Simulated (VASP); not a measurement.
# O (C2/m) in VASP: notebook

Runs on O. Level: PBE. Tasks: single point.

Program: VASP 6.6.1. These are calculated values, not measurements. Logs are shortened: lines on timing, memory, paths and dates and some standing lists are left out, and cuts for length are marked.

## 1. The cell of the first run

It takes space group C2/m (No. 12, monoclinic). Conventional cell: a = 5.703 Å, b = 3.325 Å, c = 4.363 Å, α = 90.00°, β = 123.29°, γ = 90.00°. Within 1.6 Å of O (site symmetry m) lie 1 O at 1.22 Å.

## 2. Single point, PBE, collinear spin, antiferromagnetic start

INCAR

```
SYSTEM = O
PREC     = Accurate       ! precision mode
ENCUT    = 520            ! plane-wave cutoff, eV
EDIFF    = 1E-7           ! SCF threshold, eV
ISMEAR   = -1             ! smearing method
SIGMA    = 0.05           ! smearing width, eV
LREAL    = .False.        ! projectors in reciprocal space
LASPH    = .True.         ! aspherical terms in the spheres
NELM     = 150            ! most SCF steps
ALGO     = Normal         ! electronic algorithm
ISIF     = 2              ! what is computed and relaxed
LWAVE    = .False.        ! write WAVECAR
LCHARG   = .False.        ! write CHGCAR
ISPIN    = 2              ! spin polarisation
MAGMOM   = 0.6 -0.6 -0.6 0.6 ! initial moments
LORBIT   = 11             ! projections on sites
GGA      = PE             ! functional
NBANDS   = 24             ! bands
```

KPOINTS

```
regular mesh
0
Gamma
  6 8 5
  0 0 0
```

POSCAR

```
O
1.0
   -2.3944914034      0.0000000000      3.6470501824
    0.0000000000     -3.3248318800      0.0000000000
    3.3083143032      0.0000000000      3.6470501824
O
4
Direct
    0.1301201900      0.0000000000      0.0254538300
    0.6301201900      0.5000000000      0.5254538300
    0.8698798100      0.0000000000      0.9745461700
    0.3698798100      0.5000000000      0.4745461700
```

Potentials or basis: VASP PAW PBE potentials, release 64 (O).

Run with:

```sh
$ cat potpaw_PBE.64/O/POTCAR > POTCAR
$ mpirun -np 1 vasp_std > vasp.out
```

OUTCAR:

```text
SYSTEM = O
   PREC = Accurate
   ENCUT = 520
   EDIFF = 1E-7
   ISMEAR = -1
   LREAL = .False.
   LASPH = .True.
   NELM = 150
   ISIF = 2
   ISPIN = 2
   LORBIT = 11
   GGA = PE

 ion  position               nearest neighbor table
   1  0.130  0.000  0.025-   3 1.22
   2  0.630  0.500  0.525-   4 1.22
   3  0.870  0.000  0.975-   1 1.22
   4  0.370  0.500  0.475-   2 1.22

  LATTYP: Found a simple monoclinic cell.
 ALAT       =     4.3628619178
 B/A-ratio  =     0.7620758902
 C/A-ratio  =     1.1286202885
 COS(beta)  =    -0.2503978097

  Lattice vectors:

 A1 = (  -2.3944914034,   0.0000000000,   3.6470501824)
 A2 = (   0.0000000000,   3.3248318800,   0.0000000000)
 A3 = (  -3.3083143032,   0.0000000000,  -3.6470501824)

Analysis of symmetry for initial positions (statically):
=====================================================================
 Subroutine PRICEL returns following result:

  LATTYP: Found a base centered monoclinic cell.
 ALAT       =     5.7028057066
 B/A-ratio  =     0.5830168607
 C/A-ratio  =     0.7650377976
 COS(beta)  =    -0.5488350190

  Lattice vectors:

 A1 = (   2.8514028533,  -1.6624159400,   0.0000000000)
 A2 = (   2.8514028533,   1.6624159400,   0.0000000000)
 A3 = (  -2.3944914034,   0.0000000000,   3.6470501824)

   2 primitive cells build up your supercell.

 Routine SETGRP: Setting up the symmetry group for a
 simple monoclinic supercell.

 Subroutine GETGRP returns: Found  4 space group operations
 (whereof  4 operations were pure point group operations)
 out of a pool of  4 trial point group operations.

The static configuration has the point symmetry C_2h.

Analysis of symmetry for dynamics (positions and initial velocities):
=====================================================================
 Subroutine PRICEL returns following result:

  LATTYP: Found a base centered monoclinic cell.
 ALAT       =     5.7028057066
 B/A-ratio  =     0.5830168607
 C/A-ratio  =     0.7650377976
 COS(beta)  =    -0.5488350190

  Lattice vectors:

 A1 = (   2.8514028533,  -1.6624159400,   0.0000000000)
 A2 = (   2.8514028533,   1.6624159400,   0.0000000000)
 A3 = (  -2.3944914034,   0.0000000000,   3.6470501824)

   2 primitive cells build up your supercell.

 Routine SETGRP: Setting up the symmetry group for a
 simple monoclinic supercell.

 Subroutine GETGRP returns: Found  4 space group operations
 (whereof  4 operations were pure point group operations)
 out of a pool of  4 trial point group operations.

The dynamic configuration has the point symmetry C_2h.

Analysis of structural, dynamic, and magnetic symmetry:
=====================================================================
 Subroutine PRICEL returns following result:

  LATTYP: Found a base centered monoclinic cell.
 ALAT       =     5.7028057066
 B/A-ratio  =     0.5830168607
 C/A-ratio  =     0.7650377976
 COS(beta)  =    -0.5488350190

  Lattice vectors:

 A1 = (   2.8514028533,  -1.6624159400,   0.0000000000)
 A2 = (   2.8514028533,   1.6624159400,   0.0000000000)
 A3 = (  -2.3944914034,   0.0000000000,   3.6470501824)

   2 primitive cells build up your supercell.

 Routine SETGRP: Setting up the symmetry group for a
 simple monoclinic supercell.

 Subroutine GETGRP returns: Found  4 space group operations
 (whereof  4 operations were pure point group operations)
 out of a pool of  4 trial point group operations.

The overall configuration has the point symmetry C_2h.

 Subroutine INISYM returns: Found  4 space group operations
 (whereof  4 operations are pure point group operations),
 and found     2 'primitive' translations

----------------------------------------------------------------------------------------

                                     Primitive cell

  volume of cell :      34.5756

  direct lattice vectors                    reciprocal lattice vectors
     2.851402853 -1.662415940  0.000000000     0.175352283 -0.300767087  0.115128532
     2.851402853  1.662415940  0.000000000     0.175352283  0.300767087  0.115128532
    -2.394491403  0.000000000  3.647050182     0.000000000  0.000000000  0.274194198

  length of vectors
     3.300624939  3.300624939  4.362861918     0.366693118  0.366693118  0.274194198

  position of ions in fractional coordinates (direct lattice)
     0.025453830  0.025453830  0.155574020
     0.974546170  0.974546170  0.844425980

  ion indices of the primitive-cell ions
   primitive index   ion index
                 1           1
                 2           3

----------------------------------------------------------------------------------------

 KPOINTS: regular mesh

Automatic generation of k-mesh.
 Grid dimensions read from file:
 generate k-points for:    6    8    5

 Generating k-lattice:

  Cartesian coordinates                     Fractional coordinates (reciprocal lattice)
    -0.029225380  0.000000000  0.026510944     0.166666667  0.000000000  0.000000000
     0.000000000 -0.037595886  0.000000000     0.000000000  0.125000000  0.000000000
     0.035070457  0.000000000  0.023025706     0.000000000  0.000000000  0.200000000

  Length of vectors
     0.039458244  0.037595886  0.041953785

  Shift w.r.t. Gamma in fractional coordinates (k-lattice)
     0.000000000  0.000000000  0.000000000

 Subroutine IBZKPT returns following result:
 ===========================================

 Found     80 irreducible k-points:

 Following reciprocal coordinates:
            Coordinates               Weight
  0.000000  0.000000  0.000000      1.000000
  0.166667  0.000000  0.000000      2.000000
  0.333333  0.000000  0.000000      2.000000
  0.500000  0.000000  0.000000      1.000000
  0.000000  0.125000  0.000000      2.000000
  0.166667  0.125000  0.000000      4.000000
[... 16 lines left out ...]
  0.333333  0.000000  0.200000      2.000000
  0.500000  0.000000  0.200000      2.000000
 [... further k-points ...]
   k-points           NKPTS =     80   k-points in BZ     NKDIM =     80   number of bands    NBANDS=     24
   number of dos      NEDOS =    301   number of ions     NIONS =      4
   total plane-waves  NPLWV =  35840
   dimension x,y,z NGX =    32 NGY =   28 NGZ =   40
   dimension x,y,z NGXF=    64 NGYF=   56 NGZF=   80
   ions per type =               4
   NGX,Y,Z   is equivalent  to a cutoff of  12.19, 14.00, 13.50 a.u.
   NGXF,Y,Z  is equivalent  to a cutoff of  24.39, 28.00, 27.01 a.u.
 SYSTEM =  O
   PREC   = accura    normal or accurate (medium, high low for compatibility)
   ISTART =      0    job   : 0-new  1-cont  2-samecut
   ICHARG =      2    charge: 1-file 2-atom 10-const
   ISPIN  =      2    spin polarized calculation?
   LNONCOLLINEAR =      F non collinear calculations
   LSORBIT =      F    spin-orbit coupling
   LASPH  =      T    aspherical Exc in radial PAW
   ENCUT  =  520.0 eV  38.22 Ry    6.18 a.u.   8.11  6.18  9.16*2*pi/ulx,y,z
   NELM   =    150;   NELMIN=  2; NELMDL= -5     # of ELM steps
   EDIFF  = 0.1E-06   stopping-criterion for ELM
   LREAL  =      F    real-space projection
   EDIFFG = 0.1E-05   stopping-criterion for IOM
   NSW    =      0    number of steps for IOM
   IBRION =     -1    ionic relax: 0-MD 1-quasi-New 2-CG
   NFREE  =      0    steps in history (QN), initial steepest desc. (CG)
   ISIF   =      2    stress and relaxation
   ISYM   =      2    0-nonsym 1-usesym 2-fastsym
   POTIM  = 0.5000    time-step for ionic-motion
   TEBEG  =    0.0;   TEEND  =   0.0 temperature during run
   PSTRESS=    0.0 pullay stress
   NELECT =      24.0000    total number of electrons
   NUPDOWN=      -1.0000    fix difference up-down
   EMIN   =  10.00;   EMAX   =-10.00  energy-range for DOS
   EFERMI =   0.00;   METHOD = LEGACY
   ISMEAR =    -1;   SIGMA  =   0.05  broadening in eV -4-tet -1-fermi 0-gaus
   EFERMI_NEDOS =   21; number of points for ismear=-14 and -15
   IALGO  =     38    algorithm
   IMIX   =      4    mixing-type and parameters
     AMIX     =   0.40;   BMIX     =  1.00
     AMIX_MAG =   1.60;   BMIX_MAG =  1.00
  volume/ion in A,a.u.               =      17.29       116.66
  Fermi-wavevector in a.u.,A,eV,Ry     =   1.150479  2.174089 18.008688  1.323601
  Thomas-Fermi vector in A             =   2.287142
   LORBIT       =     11    0 simple, 1 ext, 2 COOP (PROOUT), +10 PAW based schemes
   GGA     = PE    functional components
   LHFCALC =     F    Hartree Fock is set to
   AEXX    =    0.0000 exact exchange contribution
   IVDW    =     0    specifies the selected vdW correction
   LEPSILON=     F    determine dielectric tensor
   LRPA    =     F    only Hartree local field effects (RPA)
 spin polarized calculation
  energy-cutoff  :      520.00
  volume of cell :       69.15
 maximum number of plane-waves:      1876
   NGX = 17   NGY = 13   NGZ = 19

 number of electron      24.0000016 magnetization       0.0000000

 number of electron      24.0000016 magnetization      -0.0000000

 Free energy of the ion-electron system (eV)
  ---------------------------------------------------
  ext. energy  EPLUGINS =         0.00000000
  ---------------------------------------------------
  free energy    TOTEN  =       -18.13866401 eV

  energy without entropy =      -18.03226423  energy(sigma->0) =      -18.08546412

 E-fermi :  -1.8405     XC(G=0):  -7.4428

 val. band max:       -1.8414997245   @ k =   0.5000   0.1250   0.4000
 cond. band min:      -1.8368864679   @ k =  -0.1667   0.3750   0.4000
 fundamental gap:      0.0046132566
 Fermi energy:        -1.8405290731

 spin component 1

 k-point     1 :       0.0000    0.0000    0.0000
  band No.  band energies     occupation
      1     -28.3431      1.00000
      2     -28.2104      1.00000
      3     -15.8285      1.00000
      4     -15.6133      1.00000
      5      -9.6316      1.00000
      6      -9.1108      1.00000
[... 16 lines left out ...]
     23      13.6256      0.00000
     24      16.2727      0.00000

 k-point     2 :       0.1667    0.0000    0.0000
  band No.  band energies     occupation
      1     -28.3323      1.00000
      2     -28.2174      1.00000
      3     -15.8554      1.00000
      4     -15.6731      1.00000
      5      -9.4875      1.00000
      6      -9.0456      1.00000
[... 586 lines left out ...]
 k-point    24 :       0.5000    0.0000    0.2000
  band No.  band energies     occupation
      1     -28.2928      1.00000
      2     -28.2457      1.00000
      3     -15.9852      1.00000
      4     -15.7951      1.00000
      5      -8.9701      1.00000
      6      -8.8044      1.00000
[... 16 lines left out ...]
     23      16.6597      0.00000
     24      17.8992      0.00000

 [... further k-points ...]

 spin component 2

 k-point     1 :       0.0000    0.0000    0.0000
  band No.  band energies     occupation
      1     -28.3431      1.00000
      2     -28.2104      1.00000
      3     -15.8285      1.00000
      4     -15.6133      1.00000
      5      -9.6316      1.00000
      6      -9.1108      1.00000
[... 16 lines left out ...]
     23      13.6256      0.00000
     24      16.2725      0.00000

 k-point     2 :       0.1667    0.0000    0.0000
  band No.  band energies     occupation
      1     -28.3323      1.00000
      2     -28.2174      1.00000
      3     -15.8554      1.00000
      4     -15.6731      1.00000
      5      -9.4875      1.00000
      6      -9.0456      1.00000
[... 586 lines left out ...]
 k-point    24 :       0.5000    0.0000    0.2000
  band No.  band energies     occupation
      1     -28.2928      1.00000
      2     -28.2457      1.00000
      3     -15.9852      1.00000
      4     -15.7951      1.00000
      5      -8.9701      1.00000
      6      -8.8044      1.00000
[... 16 lines left out ...]
     23      16.6597      0.00000
     24      17.9017      0.00000

 [... further k-points ...]

------------------------ aborting loop because EDIFF is reached ----------------------------------------

  FORCE on cell =-STRESS in cart. coord.  units (eV):
  Direction    XX          YY          ZZ          XY          YZ          ZX
  --------------------------------------------------------------------------------------
  -------------------------------------------------------------------------------------
  Total        0.3058251     -1.3874618      0.7888428      0.0000000      0.0000000     -0.3553363
  in kB        7.0857147    -32.1463457     18.2768370      0.0000000      0.0000000     -8.2328485
  external PRESSURE =      -2.2612647 kB  Pullay stress =       0.0000000 kB

 VOLUME and BASIS-vectors are now :
 -----------------------------------------------------------------------------
  energy-cutoff  :      520.00
  volume of cell :       69.15
      direct lattice vectors                 reciprocal lattice vectors
    -2.394491403  0.000000000  3.647050182    -0.175352283  0.000000000  0.159065666
     0.000000000 -3.324831880  0.000000000     0.000000000 -0.300767087  0.000000000
     3.308314303  0.000000000  3.647050182     0.175352283  0.000000000  0.115128532

 POSITION                                       TOTAL-FORCE (eV/Angst)
 -----------------------------------------------------------------------------------
     -0.22736      0.00000      0.56739        -0.162615      0.000000      0.839832
      0.22955     -1.66242      4.21444        -0.162615      0.000000      0.839832
      1.14119      0.00000      6.72671         0.162615      0.000000     -0.839832
      0.68427     -1.66242      3.07966         0.162615     -0.000000     -0.839832
 -----------------------------------------------------------------------------------
    total drift:                                0.000000     -0.000000      0.000000

  FREE ENERGIE OF THE ION-ELECTRON SYSTEM (eV)
  ---------------------------------------------------
  free  energy   TOTEN  =       -18.1386640137 eV

  energy  without entropy=      -18.0322642337  energy(sigma->0) =      -18.08546412

 total charge

# of ion       s       p       d       tot
------------------------------------------
    1        1.616   3.275   0.000   4.891
    2        1.616   3.275   0.000   4.891
    3        1.616   3.275   0.000   4.891
    4        1.616   3.275   0.000   4.891
--------------------------------------------------
tot          6.465  13.100   0.000  19.566

 magnetization (x)

# of ion       s       p       d       tot
------------------------------------------
    1        0.000   0.000   0.000   0.000
    2       -0.000  -0.000   0.000  -0.000
    3       -0.000  -0.000   0.000  -0.000
    4        0.000   0.000   0.000   0.000
--------------------------------------------------
tot          0.000   0.000   0.000   0.000
```

Run time: 2.4 min. Hardware: 1 thread of Intel Xeon Platinum 8488C (Sapphire Rapids), shared host; peak memory 0.31 GiB.

Results:

```yaml
Free_energy: -18.1387 eV
Pressure: -0.2 GPa
Largest_force: 0.855 eV/Å
Band_gap_on_the_k_mesh: zero (filled and empty bands overlap)
Net_moment: 0.00 μB per cell
Valence_electrons_inside_the_program's_atomic_spheres: O 4.89
```

Forces on the atoms (eV/Å):
```
O   -0.163  0.000  0.840
O   -0.163  0.000  0.840
O    0.163  0.000 -0.840
O    0.163  0.000 -0.840
```

Stress tensor (GPa, compression positive):
```
 0.71  0.00 -0.82
 0.00 -3.21  0.00
-0.82  0.00  1.83
```

Levels at points of the mesh, in eV from the Fermi level:
Spin up:
```csv
k point,band 9,band 10,band 11,band 12,band 13,band 14,band 15,band 16
"(0.00, 0.00, 0.00)",-6.26,-6.22,-0.09,-0.02,0.18,0.37,6.73,9.75
"(0.50, 0.00, 0.00)",-6.41,-6.41,-0.10,-0.10,0.20,0.20,6.95,6.95
"(0.00, 0.50, 0.00)",-6.68,-6.68,-0.21,-0.21,0.02,0.02,9.45,9.45
"(0.50, 0.50, 0.00)",-6.52,-6.52,-0.57,-0.57,0.14,0.14,8.38,8.38
```
Spin down:
| k point | band 9 | band 10 | band 11 | band 12 | band 13 | band 14 | band 15 | band 16 |
| --- | --- | --- | --- | --- | --- | --- | --- | --- |
| (0.00, 0.00, 0.00) | -6.26 | -6.22 | -0.09 | -0.02 | 0.18 | 0.37 | 6.73 | 9.75 |
| (0.50, 0.00, 0.00) | -6.41 | -6.41 | -0.10 | -0.10 | 0.20 | 0.20 | 6.95 | 6.95 |
| (0.00, 0.50, 0.00) | -6.68 | -6.68 | -0.21 | -0.21 | 0.02 | 0.02 | 9.45 | 9.45 |
| (0.50, 0.50, 0.00) | -6.52 | -6.52 | -0.57 | -0.57 | 0.14 | 0.14 | 8.38 | 8.38 |

Caveat: the standard files for N, O and F lose accuracy on very short bonds; the stress differs along the axes, from -3 to 2 GPa; this functional lacks dispersion, which holds the molecules together, so the pressure and a relaxed volume are unreliable.

## 3. Single point, PBE, collinear spin, antiferromagnetic start

INCAR

```
PREC = Accurate ; ENCUT = 520
EDIFF = 1E-6 ; ISMEAR = -1
SIGMA = 0.05 ; LREAL = F
LASPH = T ; NELM = 150
ALGO = Normal ; ISIF = 2
LWAVE = F ; LCHARG = F
ISPIN = 2 ; MAGMOM = 0.6 -0.6 -0.6 0.6
LORBIT = 11 ; GGA = PE
NBANDS = 24
```

KPOINTS

```
Automatic mesh
0
Gamma
  6 8 5
```

POSCAR is that of step 2.

Potentials or basis: VASP PAW PBE potentials, release 64 (O).

Run with:

```sh
$ cat potpaw_PBE.64/O/POTCAR > POTCAR
$ mpirun -np 1 vasp_std > vasp.out
```

Wall time 2.1 min (1 thread of Intel Xeon Platinum 8488C (Sapphire Rapids), shared host); peak memory 0.31 GiB.

Results (log left out):

| Item | Value |
| --- | --- |
| Free energy | -18.1387 eV |
| Pressure | -0.2 GPa |
| Largest force | 0.856 eV/Å |
| Band gap on the k mesh | zero (filled and empty bands overlap) |
| Net moment | 0.00 μB per cell |
| Valence electrons inside the program's atomic spheres | O 4.89 |

Forces on the atoms (eV/Å):
```
O   -0.163  0.000  0.840
O   -0.163  0.000  0.840
O    0.163  0.000 -0.840
O    0.163  0.000 -0.840
```

Stress tensor (GPa, compression positive):
```
 0.71  0.00 -0.82
 0.00 -3.22  0.00
-0.82  0.00  1.82
```

Levels at points of the mesh, in eV from the Fermi level:
Spin up:
```csv
k point,band 9,band 10,band 11,band 12,band 13,band 14,band 15,band 16
"(0.00, 0.00, 0.00)",-6.26,-6.22,-0.09,-0.02,0.18,0.37,6.73,9.75
"(0.50, 0.00, 0.00)",-6.41,-6.41,-0.10,-0.10,0.20,0.20,6.95,6.95
"(0.00, 0.50, 0.00)",-6.68,-6.68,-0.21,-0.21,0.02,0.02,9.45,9.45
"(0.50, 0.50, 0.00)",-6.52,-6.52,-0.57,-0.57,0.14,0.14,8.38,8.38
```
Spin down:
```
           k point  band 10  band 11  band 12  band 13  band 14  band 15
(0.00, 0.00, 0.00)    -6.22    -0.09    -0.02     0.18     0.37     6.73
(0.50, 0.00, 0.00)    -6.41    -0.10    -0.10     0.20     0.20     6.95
(0.00, 0.50, 0.00)    -6.68    -0.21    -0.21     0.02     0.02     9.45
(0.50, 0.50, 0.00)    -6.52    -0.57    -0.57     0.14     0.14     8.38
```

Caveat: the standard files for N, O and F lose accuracy on very short bonds; the stress differs along the axes, from -3 to 2 GPa; this functional lacks dispersion, which holds the molecules together, so the pressure and a relaxed volume are unreliable.
